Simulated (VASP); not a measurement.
# Li (Fd-3m) in VASP: further runs, part 2 of 2

VASP 6.6.1. The steps go on from the part before.

## 5. Single point, revPBE

This run uses another cell than the first one, of 27.25 Å³/atom, 0.962 times its volume.

INCAR

```
SYSTEM = Li
ALGO     = Normal         ! electronic algorithm
EDIFF    = 1E-7           ! SCF threshold, eV
ENCUT    = 520            ! plane-wave cutoff, eV
GGA      = RE             ! functional
ISIF     = 2              ! what is computed and relaxed
ISMEAR   = -1             ! smearing method
LASPH    = .True.         ! aspherical terms in the spheres
LCHARG   = .False.        ! write CHGCAR
LREAL    = .False.        ! projectors in reciprocal space
LWAVE    = .False.        ! write WAVECAR
NBANDS   = 10             ! bands
NELM     = 60             ! most SCF steps
PREC     = Accurate       ! precision mode
SIGMA    = 0.1            ! smearing width, eV
```

KPOINTS

```
k-points
0
Gamma
  15 15 15
  0 0 0
```

POSCAR

```
Li
1.0
    0.0000000000      3.0092240651      3.0092240651
    3.0092240651      0.0000000000      3.0092240651
    3.0092240651      3.0092240651      0.0000000000
Li
2
Direct
    0.1250000000      0.1250000000      0.1250000000
    0.8750000000      0.8750000000      0.8750000000
```

Potentials or basis: VASP PAW PBE potentials, release 64 (Li_sv).

Launch:

```bash
$ cat potpaw_PBE.64/Li_sv/POTCAR > POTCAR
$ mpirun -np 1 vasp_std > vasp.out
```

OUTCAR:

```text
SYSTEM = Li
   EDIFF = 1E-7
   ENCUT = 520
   GGA = RE
   ISIF = 2
   ISMEAR = -1
   LASPH = .True.
   LREAL = .False.
   NELM = 60
   PREC = Accurate

 ion  position               nearest neighbor table
   1  0.125  0.125  0.125-
   2  0.875  0.875  0.875-

  LATTYP: Found a face centered cubic cell.
 ALAT       =     6.0184481302

  Lattice vectors:

 A1 = (   0.0000000000,   3.0092240651,   3.0092240651)
 A2 = (   3.0092240651,   0.0000000000,   3.0092240651)
 A3 = (   3.0092240651,   3.0092240651,   0.0000000000)

Analysis of symmetry for initial positions (statically):
=====================================================================
 Subroutine PRICEL returns:
 Original cell was already a primitive cell.

 Routine SETGRP: Setting up the symmetry group for a
 face centered cubic supercell.

 Subroutine GETGRP returns: Found 48 space group operations
 (whereof 12 operations were pure point group operations)
 out of a pool of 48 trial point group operations.

The static configuration has the point symmetry D_3d.
 The point group associated with its full space group is O_h .

Analysis of symmetry for dynamics (positions and initial velocities):
=====================================================================
 Subroutine PRICEL returns:
 Original cell was already a primitive cell.

 Routine SETGRP: Setting up the symmetry group for a
 face centered cubic supercell.

 Subroutine GETGRP returns: Found 48 space group operations
 (whereof 12 operations were pure point group operations)
 out of a pool of 48 trial point group operations.

The dynamic configuration has the point symmetry D_3d.
 The point group associated with its full space group is O_h .

 Subroutine INISYM returns: Found 48 space group operations
 (whereof 12 operations are pure point group operations),
 and found     1 'primitive' translations

----------------------------------------------------------------------------------------

                                     Primitive cell

  volume of cell :      54.4996

  direct lattice vectors                    reciprocal lattice vectors
     0.000000000  3.009224065  3.009224065    -0.166155789  0.166155789  0.166155789
     3.009224065  0.000000000  3.009224065     0.166155789 -0.166155789  0.166155789
     3.009224065  3.009224065  0.000000000     0.166155789  0.166155789 -0.166155789

  length of vectors
     4.255685485  4.255685485  4.255685485     0.287790269  0.287790269  0.287790269

  position of ions in fractional coordinates (direct lattice)
     0.125000000  0.125000000  0.125000000
     0.875000000  0.875000000  0.875000000

  ion indices of the primitive-cell ions
   primitive index   ion index
                 1           1
                 2           2

----------------------------------------------------------------------------------------

 KPOINTS: k-points

Automatic generation of k-mesh.
 Grid dimensions read from file:
 generate k-points for:   15   15   15

 Generating k-lattice:

  Cartesian coordinates                     Fractional coordinates (reciprocal lattice)
    -0.011077053  0.011077053  0.011077053     0.066666667  0.000000000  0.000000000
     0.011077053 -0.011077053  0.011077053     0.000000000  0.066666667  0.000000000
     0.011077053  0.011077053 -0.011077053     0.000000000  0.000000000  0.066666667

  Length of vectors
     0.019186018  0.019186018  0.019186018

  Shift w.r.t. Gamma in fractional coordinates (k-lattice)
     0.000000000  0.000000000  0.000000000

 Subroutine IBZKPT returns following result:
 ===========================================

 Found    120 irreducible k-points:

 Following reciprocal coordinates:
            Coordinates               Weight
  0.000000  0.000000  0.000000      1.000000
  0.066667  0.000000  0.000000      8.000000
  0.133333  0.000000  0.000000      8.000000
  0.200000  0.000000  0.000000      8.000000
  0.266667  0.000000  0.000000      8.000000
  0.333333  0.000000  0.000000      8.000000
[... 16 lines left out ...]
  0.133333  0.133333  0.000000      6.000000
  0.200000  0.133333  0.000000     24.000000
 [... further k-points ...]
   k-points           NKPTS =    120   k-points in BZ     NKDIM =    120   number of bands    NBANDS=     10
   number of dos      NEDOS =    301   number of ions     NIONS =      2
   total plane-waves  NPLWV =  32768
   dimension x,y,z NGX =    32 NGY =   32 NGZ =   32
   dimension x,y,z NGXF=    64 NGYF=   64 NGZF=   64
   ions per type =               2
   NGX,Y,Z   is equivalent  to a cutoff of  12.50, 12.50, 12.50 a.u.
   NGXF,Y,Z  is equivalent  to a cutoff of  25.00, 25.00, 25.00 a.u.
 SYSTEM =  Li
   PREC   = accura    normal or accurate (medium, high low for compatibility)
   ISTART =      0    job   : 0-new  1-cont  2-samecut
   ICHARG =      2    charge: 1-file 2-atom 10-const
   ISPIN  =      1    spin polarized calculation?
   LNONCOLLINEAR =      F non collinear calculations
   LSORBIT =      F    spin-orbit coupling
   LASPH  =      T    aspherical Exc in radial PAW
   ENCUT  =  520.0 eV  38.22 Ry    6.18 a.u.   7.91  7.91  7.91*2*pi/ulx,y,z
   NELM   =     60;   NELMIN=  2; NELMDL= -5     # of ELM steps
   EDIFF  = 0.1E-06   stopping-criterion for ELM
   LREAL  =      F    real-space projection
   EDIFFG = 0.1E-05   stopping-criterion for IOM
   NSW    =      0    number of steps for IOM
   IBRION =     -1    ionic relax: 0-MD 1-quasi-New 2-CG
   NFREE  =      0    steps in history (QN), initial steepest desc. (CG)
   ISIF   =      2    stress and relaxation
   ISYM   =      2    0-nonsym 1-usesym 2-fastsym
   POTIM  = 0.5000    time-step for ionic-motion
   TEBEG  =    0.0;   TEEND  =   0.0 temperature during run
   PSTRESS=    0.0 pullay stress
   NELECT =       6.0000    total number of electrons
   NUPDOWN=      -1.0000    fix difference up-down
   EMIN   =  10.00;   EMAX   =-10.00  energy-range for DOS
   EFERMI =   0.00;   METHOD = LEGACY
   ISMEAR =    -1;   SIGMA  =   0.10  broadening in eV -4-tet -1-fermi 0-gaus
   EFERMI_NEDOS =   21; number of points for ismear=-14 and -15
   IALGO  =     38    algorithm
   IMIX   =      4    mixing-type and parameters
     AMIX     =   0.40;   BMIX     =  1.00
     AMIX_MAG =   1.60;   BMIX_MAG =  1.00
  volume/ion in A,a.u.               =      27.25       183.89
  Fermi-wavevector in a.u.,A,eV,Ry     =   0.784622  1.482721  8.376187  0.615632
  Thomas-Fermi vector in A             =   1.888793
   LORBIT       =      0    0 simple, 1 ext, 2 COOP (PROOUT), +10 PAW based schemes
   GGA     = RE    functional components
   LHFCALC =     F    Hartree Fock is set to
   AEXX    =    0.0000 exact exchange contribution
   IVDW    =     0    specifies the selected vdW correction
   LEPSILON=     F    determine dielectric tensor
   LRPA    =     F    only Hartree local field effects (RPA)
 non-spin polarized calculation
  energy-cutoff  :      520.00
  volume of cell :       54.50
 maximum number of plane-waves:      1484
   NGX = 15   NGY = 15   NGZ = 15

 number of electron       6.0000007 magnetization

 Free energy of the ion-electron system (eV)
  ---------------------------------------------------
  ext. energy  EPLUGINS =         0.00000000
  ---------------------------------------------------
  free energy    TOTEN  =        -2.61545014 eV

  energy without entropy =       -2.58663129  energy(sigma->0) =       -2.60104072

 E-fermi :   0.0703     XC(G=0):  -6.2749

 val. band max:        0.0604290893   @ k =   0.4667   0.0667   0.0000
 cond. band min:       0.1383637761   @ k =  -0.4667   0.2000   0.0000
 fundamental gap:      0.0779346867
 Fermi energy:         0.0703012575

 k-point     1 :       0.0000    0.0000    0.0000
  band No.  band energies     occupation
      1     -47.8769      2.00000
      2     -47.8162      2.00000
      3      -3.1778      2.00000
      4       5.5141      0.00000
      5       5.5142      0.00000
      6       5.5142      0.00000
      7       6.5688      0.00000
      8       6.5689      0.00000
      9       6.5689      0.00000
     10      10.9994      0.00000
[... 287 lines left out ...]
 k-point    24 :       0.2000    0.1333    0.0000
  band No.  band energies     occupation
      1     -47.8725      2.00000
      2     -47.8205      2.00000
      3      -2.7819      2.00000
      4       3.6653      0.00000
      5       3.9748      0.00000
      6       4.9188      0.00000
      7       6.4285      0.00000
      8       7.7029      0.00000
      9       8.5515      0.00000
     10       8.6484      0.00000

 [... further k-points ...]

------------------------ aborting loop because EDIFF is reached ----------------------------------------

  FORCE on cell =-STRESS in cart. coord.  units (eV):
  Direction    XX          YY          ZZ          XY          YZ          ZX
  --------------------------------------------------------------------------------------
  -------------------------------------------------------------------------------------
  Total       -0.0120330     -0.0120330     -0.0120330      0.0000000     -0.0000000     -0.0000000
  in kB       -0.3537464     -0.3537464     -0.3537464      0.0000000     -0.0000000     -0.0000000
  external PRESSURE =      -0.3537464 kB  Pullay stress =       0.0000000 kB

 VOLUME and BASIS-vectors are now :
 -----------------------------------------------------------------------------
  energy-cutoff  :      520.00
  volume of cell :       54.50
      direct lattice vectors                 reciprocal lattice vectors
     0.000000000  3.009224065  3.009224065    -0.166155789  0.166155789  0.166155789
     3.009224065  0.000000000  3.009224065     0.166155789 -0.166155789  0.166155789
     3.009224065  3.009224065  0.000000000     0.166155789  0.166155789 -0.166155789

 POSITION                                       TOTAL-FORCE (eV/Angst)
 -----------------------------------------------------------------------------------
      0.75231      0.75231      0.75231         0.000000     -0.000000      0.000000
      5.26614      5.26614      5.26614        -0.000000      0.000000     -0.000000
 -----------------------------------------------------------------------------------
    total drift:                                0.000000      0.000000      0.000000

  FREE ENERGIE OF THE ION-ELECTRON SYSTEM (eV)
  ---------------------------------------------------
  free  energy   TOTEN  =        -2.6154501399 eV

  energy  without entropy=       -2.5866312940  energy(sigma->0) =       -2.60104072
```

Wall time 30 s (1 thread of Intel Xeon Platinum 8259CL at 2.50GHz (Skylake/Cascade Lake), shared host); peak memory 0.19 GiB.

Results:

- Free energy: -2.6155 eV
- Band gap on the k mesh: zero (band 3 reaches 0.46 eV, above the bottom of band 4 at -0.24 eV)

Caveat: the cutoff is under 1.25 times the usual one of these potentials, so pressure, stress and relaxed cells hold a basis-set (Pulay) error; the PAW data sets were made with another functional, which shifts forces and pressure a little.

## 6. The runs side by side

| cell | k mesh | gap on the mesh (eV) |
| --- | --- | --- |
| a = 4.312 Å, angles 60.0°, 2 atoms | 10 × 10 × 10 | none |
| a = 4.366 Å, angles 60.0°, 2 atoms | 10 × 10 × 10 | none |
| a = 4.420 Å, angles 60.0°, 2 atoms | 10 × 10 × 10 | none |
| a = 4.256 Å, angles 60.0°, 2 atoms | 15 × 15 × 15 | none |

Alike in all rows: task single point; level revPBE; potentials or basis VASP PAW PBE potentials, release 64 (Li_sv); no spin polarisation; cutoff (eV) 520; smearing fermi-dirac 0.1 eV.

Caveats: the cutoff is under 1.25 times the usual one of these potentials, so pressure, stress and relaxed cells hold a basis-set (Pulay) error; the PAW data sets were made with another functional, which shifts forces and pressure a little.

Absolute energies hang on the potentials; compare differences alone.
